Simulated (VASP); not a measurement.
# NiH3 (P6_3/mmc) in VASP: further runs

The runs below take NiH3 through single point, relaxation of volume and atoms at fixed shape, with PBEsol.

All numbers are computed with VASP 6.6.1; they aren't measurements. Logs are shortened: lines on timing, memory, paths and dates and some standing lists are left out, and cuts for length are marked.

## Step 1: The cell of the first run

Symmetry: P6_3/mmc, No. 194, hexagonal system. The conventional cell has a = 5.089 Å, b = 5.089 Å, c = 2.332 Å, α = 90.00°, β = 90.00°, γ = 120.00°. Ni (site symmetry -6m2) has 6 H at 1.62 Å within 2.2 Å. H (site symmetry mm2) has 2 Ni at 1.62 Å and 6 H at 1.95 to 2.16 Å within 2.2 Å.

## Step 2: Single point, PBEsol, collinear spin, ferromagnetic start

The input, INCAR:

```
SYSTEM = NiH3
  PREC = Accurate
  ENCUT = 520
  EDIFF = 1E-6
  ISMEAR = -1
  SIGMA = 0.02
  LREAL = .FALSE.
  LASPH = .TRUE.
  NELM = 150
  ALGO = Normal
  ISIF = 2
  LWAVE = .FALSE.
  LCHARG = .FALSE.
  ISPIN = 2
  MAGMOM = 1.5 1.5 0 0 0 0 0 0
  LORBIT = 11
  LMAXMIX = 4
  GGA = PS
  NBANDS = 27
```

The input, KPOINTS:

```
regular mesh
0
G
  6 6 10
  0 0 0
```

The input, POSCAR:

```
NiH3
1.0
    5.0892345600      0.0000000029      0.0000000000
   -2.5446172825      4.4074064133      0.0000000000
    0.0000000000      0.0000000000      2.3317846302
Ni H
2 6
Direct
    0.6666666667      0.3333333333      0.2500000000
    0.3333333333      0.6666666667      0.7500000000
    0.4116690069      0.2058345034      0.7500000000
    0.7941654966      0.2058345034      0.7500000000
    0.7941654966      0.5883309931      0.7500000000
    0.5883309931      0.7941654966      0.2500000000
    0.2058345034      0.7941654966      0.2500000000
    0.2058345034      0.4116690069      0.2500000000
```

Potentials or basis: VASP PAW PBE potentials, release 64 (Ni, H).

Started as:

```console
> cat potpaw_PBE.64/Ni/POTCAR potpaw_PBE.64/H/POTCAR > POTCAR
> mpirun -np 1 vasp_std > vasp.out
```

OUTCAR:

```text
SYSTEM = NiH3
   PREC = Accurate
   ENCUT = 520
   EDIFF = 1E-6
   ISMEAR = -1
   LREAL = .FALSE.
   LASPH = .TRUE.
   NELM = 150
   ISIF = 2
   ISPIN = 2
   LORBIT = 11
   GGA = PS

 ion  position               nearest neighbor table
   1  0.667  0.333  0.250-   5 1.62   5 1.62   4 1.62   4 1.62   3 1.62   3 1.62
   2  0.333  0.667  0.750-   8 1.62   8 1.62   7 1.62   7 1.62   6 1.62   6 1.62
   3  0.412  0.206  0.750-   1 1.62   1 1.62
   4  0.794  0.206  0.750-   1 1.62   1 1.62
   5  0.794  0.588  0.750-   1 1.62   1 1.62
   6  0.588  0.794  0.250-   2 1.62   2 1.62
   7  0.206  0.794  0.250-   2 1.62   2 1.62
   8  0.206  0.412  0.250-   2 1.62   2 1.62

  LATTYP: Found a hexagonal cell.
 ALAT       =     5.0892345600
 C/A-ratio  =     0.4581798309

  Lattice vectors:

 A1 = (   5.0892345600,   0.0000000029,   0.0000000000)
 A2 = (  -2.5446172825,   4.4074064133,   0.0000000000)
 A3 = (   0.0000000000,   0.0000000000,   2.3317846302)

Analysis of symmetry for initial positions (statically):
=====================================================================
 Subroutine PRICEL returns:
 Original cell was already a primitive cell.

 Routine SETGRP: Setting up the symmetry group for a
 hexagonal supercell.

 Subroutine GETGRP returns: Found 24 space group operations
 (whereof 12 operations were pure point group operations)
 out of a pool of 24 trial point group operations.

The static configuration has the point symmetry D_3d.
 The point group associated with its full space group is D_6h.

Analysis of symmetry for dynamics (positions and initial velocities):
=====================================================================
 Subroutine PRICEL returns:
 Original cell was already a primitive cell.

 Routine SETGRP: Setting up the symmetry group for a
 hexagonal supercell.

 Subroutine GETGRP returns: Found 24 space group operations
 (whereof 12 operations were pure point group operations)
 out of a pool of 24 trial point group operations.

The dynamic configuration has the point symmetry D_3d.
 The point group associated with its full space group is D_6h.

Analysis of structural, dynamic, and magnetic symmetry:
=====================================================================
 Subroutine PRICEL returns:
 Original cell was already a primitive cell.

 Routine SETGRP: Setting up the symmetry group for a
 hexagonal supercell.

 Subroutine GETGRP returns: Found 24 space group operations
 (whereof 12 operations were pure point group operations)
 out of a pool of 24 trial point group operations.

The overall configuration has the point symmetry D_3d.
 The point group associated with its full space group is D_6h.

 Subroutine INISYM returns: Found 24 space group operations
 (whereof 12 operations are pure point group operations),
 and found     1 'primitive' translations

----------------------------------------------------------------------------------------

                                     Primitive cell

  volume of cell :      52.3027

  direct lattice vectors                    reciprocal lattice vectors
     5.089234560  0.000000003  0.000000000     0.196493203  0.113445404  0.000000000
    -2.544617282  4.407406413  0.000000000    -0.000000000  0.226890807  0.000000000
     0.000000000  0.000000000  2.331784630     0.000000000  0.000000000  0.428856073

  length of vectors
     5.089234560  5.089234560  2.331784630     0.226890807  0.226890807  0.428856073

  position of ions in fractional coordinates (direct lattice)
     0.666666667  0.333333333  0.250000000
     0.333333333  0.666666667  0.750000000
     0.411669007  0.205834503  0.750000000
     0.794165497  0.205834503  0.750000000
     0.794165497  0.588330993  0.750000000
     0.588330993  0.794165497  0.250000000
     0.205834503  0.794165497  0.250000000
     0.205834503  0.411669007  0.250000000

  ion indices of the primitive-cell ions
   primitive index   ion index
                 1           1
                 2           2
                 3           3
                 4           4
                 5           5
[... 59 lines left out ...]
   total plane-waves  NPLWV =  28800
   dimension x,y,z NGX =    40 NGY =   40 NGZ =   18
   dimension x,y,z NGXF=    80 NGYF=   80 NGZF=   36
   ions per type =               2   6
   NGX,Y,Z   is equivalent  to a cutoff of  13.07, 13.07, 12.83 a.u.
   NGXF,Y,Z  is equivalent  to a cutoff of  26.13, 26.13, 25.67 a.u.
 SYSTEM =  NiH3
   PREC   = accura    normal or accurate (medium, high low for compatibility)
   ISTART =      0    job   : 0-new  1-cont  2-samecut
   ICHARG =      2    charge: 1-file 2-atom 10-const
   ISPIN  =      2    spin polarized calculation?
   LNONCOLLINEAR =      F non collinear calculations
   LSORBIT =      F    spin-orbit coupling
   LASPH  =      T    aspherical Exc in radial PAW
   ENCUT  =  520.0 eV  38.22 Ry    6.18 a.u.   9.46  9.46  4.34*2*pi/ulx,y,z
   NELM   =    150;   NELMIN=  2; NELMDL= -5     # of ELM steps
   EDIFF  = 0.1E-05   stopping-criterion for ELM
   LREAL  =      F    real-space projection
   EDIFFG = 0.1E-04   stopping-criterion for IOM
   NSW    =      0    number of steps for IOM
   IBRION =     -1    ionic relax: 0-MD 1-quasi-New 2-CG
   NFREE  =      0    steps in history (QN), initial steepest desc. (CG)
   ISIF   =      2    stress and relaxation
   ISYM   =      2    0-nonsym 1-usesym 2-fastsym
   POTIM  = 0.5000    time-step for ionic-motion
   TEBEG  =    0.0;   TEEND  =   0.0 temperature during run
   PSTRESS=    0.0 pullay stress
   NELECT =      26.0000    total number of electrons
   NUPDOWN=      -1.0000    fix difference up-down
   EMIN   =  10.00;   EMAX   =-10.00  energy-range for DOS
   EFERMI =   0.00;   METHOD = LEGACY
   ISMEAR =    -1;   SIGMA  =   0.02  broadening in eV -4-tet -1-fermi 0-gaus
   EFERMI_NEDOS =   21; number of points for ismear=-14 and -15
   IALGO  =     38    algorithm
   IMIX   =      4    mixing-type and parameters
     AMIX     =   0.40;   BMIX     =  1.00
     AMIX_MAG =   1.60;   BMIX_MAG =  1.00
  volume/ion in A,a.u.               =       6.54        44.12
  Fermi-wavevector in a.u.,A,eV,Ry     =   1.296855  2.450700 22.882711  1.681832
  Thomas-Fermi vector in A             =   2.428284
   LORBIT       =     11    0 simple, 1 ext, 2 COOP (PROOUT), +10 PAW based schemes
   GGA     = PS    functional components
   LHFCALC =     F    Hartree Fock is set to
   AEXX    =    0.0000 exact exchange contribution
   IVDW    =     0    specifies the selected vdW correction
   LEPSILON=     F    determine dielectric tensor
   LRPA    =     F    only Hartree local field effects (RPA)
 spin polarized calculation
  energy-cutoff  :      520.00
  volume of cell :       52.30
 maximum number of plane-waves:      1437
 NGX is ok and might be reduce to    40
   NGX = 19   NGY = 19   NGZ =  9

 number of electron      26.0000016 magnetization      -0.0001588

 number of electron      26.0000016 magnetization       0.0000180

 Free energy of the ion-electron system (eV)
  ---------------------------------------------------
  ext. energy  EPLUGINS =         0.00000000
  ---------------------------------------------------
  free energy    TOTEN  =       -30.30742854 eV

  energy without entropy =      -30.30547553  energy(sigma->0) =      -30.30645204

 E-fermi :   3.6709     XC(G=0): -10.4832

 val. band max:        3.6617582813   @ k =   0.1667   0.0000   0.0000
 cond. band min:       3.6974637417   @ k =   0.0000   0.0000   0.1000
 fundamental gap:      0.0357054604
 Fermi energy:         3.6709495852

 spin component 1

 k-point     1 :       0.0000    0.0000    0.0000
  band No.  band energies     occupation
      1      -7.7008      1.00000
      2      -3.7690      1.00000
      3      -1.9552      1.00000
      4      -1.9552      1.00000
      5      -0.3168      1.00000
      6      -0.2218      1.00000
[... 661 lines left out ...]
     24      17.8878      0.00000
     25      18.4659      0.00000

 [... further k-points ...]

 spin component 2

 k-point     1 :       0.0000    0.0000    0.0000
  band No.  band energies     occupation
      1      -7.7008      1.00000
      2      -3.7690      1.00000
      3      -1.9552      1.00000
      4      -1.9552      1.00000
      5      -0.3168      1.00000
      6      -0.2218      1.00000
[... 661 lines left out ...]
     24      17.8878      0.00000
     25      18.4659      0.00000

 [... further k-points ...]

 [bands above 25 left out]

------------------------ aborting loop because EDIFF is reached ----------------------------------------

  FORCE on cell =-STRESS in cart. coord.  units (eV):
  Direction    XX          YY          ZZ          XY          YZ          ZX
  --------------------------------------------------------------------------------------
  -------------------------------------------------------------------------------------
  Total       -0.0024529     -0.0024529     -0.1313352     -0.0000000      0.0000000      0.0000000
  in kB       -0.0751381     -0.0751381     -4.0231638     -0.0000000      0.0000000      0.0000000
  external PRESSURE =      -1.3911467 kB  Pullay stress =       0.0000000 kB

 VOLUME and BASIS-vectors are now :
 -----------------------------------------------------------------------------
  energy-cutoff  :      520.00
  volume of cell :       52.30
      direct lattice vectors                 reciprocal lattice vectors
     5.089234560  0.000000003  0.000000000     0.196493203  0.113445404  0.000000000
    -2.544617282  4.407406413  0.000000000    -0.000000000  0.226890807  0.000000000
     0.000000000  0.000000000  2.331784630     0.000000000  0.000000000  0.428856073

 POSITION                                       TOTAL-FORCE (eV/Angst)
 -----------------------------------------------------------------------------------
      2.54462      1.46914      0.58295        -0.000000     -0.000000      0.000000
     -0.00000      2.93827      1.74884        -0.000000     -0.000000      0.000000
      1.57131      0.90720      1.74884        -0.009076     -0.005240     -0.000000
      3.51792      0.90720      1.74884         0.009076     -0.005240     -0.000000
      2.54462      2.59301      1.74884        -0.000000      0.010480      0.000000
      0.97331      3.50021      0.58295         0.009076      0.005240     -0.000000
     -0.97331      3.50021      0.58295        -0.009076      0.005240      0.000000
     -0.00000      1.81439      0.58295         0.000000     -0.010480     -0.000000
 -----------------------------------------------------------------------------------
    total drift:                               -0.000000     -0.000000     -0.000000

  FREE ENERGIE OF THE ION-ELECTRON SYSTEM (eV)
  ---------------------------------------------------
  free  energy   TOTEN  =       -30.3074285432 eV

  energy  without entropy=      -30.3054755269  energy(sigma->0) =      -30.30645204

 total charge

# of ion       s       p       d       tot
------------------------------------------
    1        0.525   0.666   8.470   9.661
    2        0.525   0.666   8.470   9.661
    3        0.491   0.023   0.000   0.514
    4        0.491   0.023   0.000   0.514
    5        0.491   0.023   0.000   0.514
    6        0.491   0.023   0.000   0.514
    7        0.491   0.023   0.000   0.514
    8        0.491   0.023   0.000   0.514
--------------------------------------------------
tot          3.996   1.471  16.939  22.406

 magnetization (x)

# of ion       s       p       d       tot
------------------------------------------
    1       -0.000  -0.000  -0.000  -0.000
    2       -0.000  -0.000  -0.000  -0.000
    3        0.000   0.000   0.000   0.000
    4        0.000   0.000   0.000   0.000
    5        0.000   0.000   0.000   0.000
    6        0.000   0.000   0.000   0.000
    7        0.000   0.000   0.000   0.000
    8        0.000   0.000   0.000   0.000
--------------------------------------------------
tot          0.000  -0.000  -0.000  -0.000
```

It took 1.8 min on 1 thread of Intel Xeon Platinum 8488C (Sapphire Rapids), shared host; peak memory 0.24 GiB.

What came out:

```yaml
Free_energy: -30.3074 eV
Pressure: -0.1 GPa
Largest_force: 0.010 eV/Å
Band_gap_on_the_k_mesh: zero (filled and empty bands overlap)
Net_moment: 0.00 μB per cell
Valence_electrons_inside_the_program's_atomic_spheres: Ni 9.66; H 0.51
```

Forces on the atoms (eV/Å):
```
Ni   0.000  0.000  0.000
Ni   0.000  0.000  0.000
H   -0.009 -0.005  0.000
H    0.009 -0.005  0.000
H    0.000  0.010  0.000
H    0.009  0.005  0.000
H   -0.009  0.005  0.000
H    0.000 -0.010  0.000
```

Caveat: the PAW data sets were made with another functional, which shifts forces and pressure a little.

## Step 3: Relaxation of volume and atoms at fixed shape, PBEsol, collinear spin, ferromagnetic start

This run uses another cell than the first one, of 6.61 Å³/atom.

The input, INCAR:

```
SYSTEM = NiH3
  ALGO = Normal
  EDIFF = 1E-6
  EDIFFG = -0.01
  ENCUT = 600
  GGA = PS
  IBRION = 2
  ISIF = 8
  ISMEAR = -1
  ISPIN = 2
  LASPH = .TRUE.
  LCHARG = .FALSE.
  LMAXMIX = 4
  LORBIT = 11
  LREAL = .FALSE.
  LWAVE = .FALSE.
  MAGMOM = 1.5 1.5 0 0 0 0 0 0
  NELM = 150
  NSW = 80
  PREC = Accurate
  SIGMA = 0.02
```

The input, KPOINTS:

```
k-points
0
G
  6 6 10
  0 0 0
```

The input, POSCAR:

```
NiH3
1.0
    5.1081078700      0.0000000000      0.0000000000
   -2.5540539400      4.4237511800      0.0000000000
    0.0000000000      0.0000000000      2.3404320000
Ni H
2 6
Direct
    0.6666666700      0.3333333300      0.2500000000
    0.3333333300      0.6666666700      0.7500000000
    0.4190990000      0.2095495000      0.7500000000
    0.7904505000      0.2095495000      0.7500000000
    0.7904505000      0.5809010000      0.7500000000
    0.5809010000      0.7904505000      0.2500000000
    0.2095495000      0.7904505000      0.2500000000
    0.2095495000      0.4190990000      0.2500000000
```

Potentials or basis: VASP PAW PBE potentials, release 64 (Ni, H).

Started as:

```console
> cat potpaw_PBE.64/Ni/POTCAR potpaw_PBE.64/H/POTCAR > POTCAR
> mpirun -np 1 vasp_std > vasp.out
```

Run time: 4.4 min. Hardware: 1 thread of Intel Xeon Platinum 8488C (Sapphire Rapids), shared host; peak memory 0.26 GiB.

It converged, with:

```yaml
Free_energy: -30.3094 eV
Relaxed_volume: 6.53 Å³/atom
Relaxed_cell: a = 5.088 Å, b = 5.088 Å, c = 2.331 Å, α = 90.00°, β = 90.00°, γ = 120.00°
Space_group_after_relaxing_to_0.1_Å: P6_3/mmc (No. 194)
Energy_gained_by_relaxing: 2.9 meV/atom
Ionic_steps: 5
Pressure_after_relaxing: 0.1 GPa
Largest_force_after_relaxing: 0.009 eV/Å
Band_gap_on_the_k_mesh: zero (filled and empty bands overlap)
Net_moment: 0.00 μB per cell
Valence_electrons_inside_the_program's_atomic_spheres: Ni 9.66; H 0.51
```

Forces in eV/Å, atoms in the order of the input:
```
Ni   0.000  0.000  0.000
Ni   0.000  0.000  0.000
H   -0.008 -0.005  0.000
H    0.008 -0.005  0.000
H    0.000  0.009  0.000
H    0.008  0.005  0.000
H   -0.008  0.005  0.000
H    0.000 -0.009  0.000
```

Stress tensor (GPa, compression positive):
```
 0.16  0.00  0.00
 0.00  0.16  0.00
 0.00  0.00 -0.15
```

Step by step:
| step | energy change (eV) | largest force (eV/Å) | pressure (GPa) | volume (Å³) |
| --- | --- | --- | --- | --- |
| 1 | 0.0000 | 0.2578 | 1.68 | 52.89 |
| 2 | -0.0143 | 0.0865 | -0.77 | 53.42 |
| 3 | -0.0147 | 0.0551 | -1.18 | 53.52 |
| 4 | -0.0181 | 0.0435 | -0.95 | 53.20 |
| 5 | -0.0230 | 0.0094 | 0.06 | 52.26 |

Final structure:
```
CELL_PARAMETERS angstrom
5.08783 0.00000 0.00000
-2.54391 4.40619 0.00000
0.00000 0.00000 2.33114
ATOMIC_POSITIONS crystal
Ni 0.66667 0.33333 0.25000
Ni 0.33333 0.66667 0.75000
H 0.41160 0.20580 0.75000
H 0.79420 0.20580 0.75000
H 0.79420 0.58840 0.75000
H 0.58840 0.79420 0.25000
H 0.20580 0.79420 0.25000
H 0.20580 0.41160 0.25000
```

Levels at points of the mesh, in eV from the Fermi level:
Spin up:
```tsv
k point	band 9	band 10	band 11	band 12	band 13	band 14	band 15	band 16	band 17	band 18
(0.00, 0.00, 0.00)	-2.81	-1.86	-1.86	-1.73	-1.73	-1.58	-0.23	-0.23	4.11	11.45
(0.50, 0.00, 0.00)	-2.82	-1.87	-1.83	-1.76	-1.72	-0.88	0.75	1.01	6.03	7.59
(0.00, 0.00, 0.50)	-2.08	-2.08	-1.21	-1.21	3.75	3.75	3.75	3.75	5.36	5.36
(0.50, 0.00, 0.50)	-2.12	-2.12	-1.55	-1.55	2.41	2.41	3.38	3.38	5.03	5.03
```
Spin down:
```tsv
k point	band 10	band 11	band 12	band 13	band 14	band 15	band 16	band 17
(0.00, 0.00, 0.00)	-1.86	-1.86	-1.73	-1.73	-1.58	-0.23	-0.23	4.11
(0.50, 0.00, 0.00)	-1.87	-1.83	-1.76	-1.72	-0.88	0.75	1.01	6.03
(0.00, 0.00, 0.50)	-2.08	-1.21	-1.21	3.75	3.75	3.75	3.75	5.36
(0.50, 0.00, 0.50)	-2.12	-1.55	-1.55	2.41	2.41	3.38	3.38	5.03
```

Caveat: the PAW data sets were made with another functional, which shifts forces and pressure a little.
